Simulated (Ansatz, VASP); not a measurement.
## One calculation of NaMgAuC6N6, two programs

```xyz
15
Lattice="0.0000 5.1575 5.1575 5.1575 0.0000 5.1575 5.1575 5.1575 0.0000" Properties=species:S:1:pos:R:3 pbc="T T T"
Na    7.7363    7.7363    7.7363
Mg    0.0000    0.0000    0.0000
C     1.9800    5.1575    5.1575
C     5.1575    5.1575    1.9800
C     5.1575    8.3350    5.1575
C     8.3350    5.1575    5.1575
C     5.1575    5.1575    8.3350
C     5.1575    1.9800    5.1575
Au    5.1575    5.1575    5.1575
N     3.1500    5.1575    5.1575
N     5.1575    5.1575    3.1500
N     5.1575    7.1650    5.1575
N     7.1650    5.1575    5.1575
N     5.1575    5.1575    7.1650
N     5.1575    3.1500    5.1575
```

Alike in both runs: task single point; functional PBE; k mesh 4 × 4 × 4; occupations gaussian, width 0.1 eV; no spin polarisation.

|  | VASP | Ansatz |
| --- | --- | --- |
| version | VASP 6.6.1 | Ansatz 0.2.0 |
| potentials or method | VASP PAW PBE potentials, release 64 (Na_pv, Mg, C, Au, N), cutoff 520 eV | scalar-relativistic, plane waves, PAW |
| valence electrons in the cell | 74 | 92 |

VASP gave:

* gap on the k mesh at the Fermi level (eV): none
* pressure (GPa): 15.1
* rms of the force components (eV/Å): 1.170

**Question.** Estimate Ansatz's values.

**Answer.** gap on the k mesh at the Fermi level (eV): none; pressure (GPa): 14.8; rms of the force components (eV/Å): 1.366.

Atom by atom the forces differ by 0.196 eV/Å (rms over components). A gap of «none» marks a metal or a gap that the smearing closes. The functional is the same, so the differences come from potentials, cutoffs and numerics. VASP's potentials hold 74 valence electrons a cell and Ansatz's 92, so a difference there can come from the potentials and not from the codes.

Spin-orbit coupling is off throughout. Noted on VASP's run: the standard files for N, O and F lose accuracy on very short bonds.
